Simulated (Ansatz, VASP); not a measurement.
**Two plane-wave programs on Hf**

```
CELL_PARAMETERS angstrom
2.82700 0.00000 0.00000
0.00000 2.82700 0.00000
0.00000 0.00000 2.82700
ATOMIC_POSITIONS crystal
Hf 0.00000 0.00000 0.00000
```

Alike in both runs: task single point; functional PBEsol; k mesh 12 × 12 × 12; occupations fermi-dirac, width 0.1 eV; no spin polarisation.

|  | VASP | Ansatz |
| --- | --- | --- |
| version | VASP 6.6.1 | Ansatz 0.2.0 |
| potentials or method | VASP PAW PBE potentials, release 64 (Hf_pv), cutoff 520 eV | plane waves (420 eV) with PAW, scalar-relativistic |
| valence electrons in the cell | 10 | 26 |

|  | VASP | Ansatz | Ansatz less VASP |
| --- | --- | --- | --- |
| pressure (GPa) | 3.5 | 3.8 | +0.30 |

VASP's potentials were made for PBE, not for PBEsol, and Ansatz warns of the same on its side. VASP's potentials hold 10 valence electrons a cell and Ansatz's 26, so a difference there can come from the potentials and not from the codes.

Neither program's run includes spin-orbit coupling.
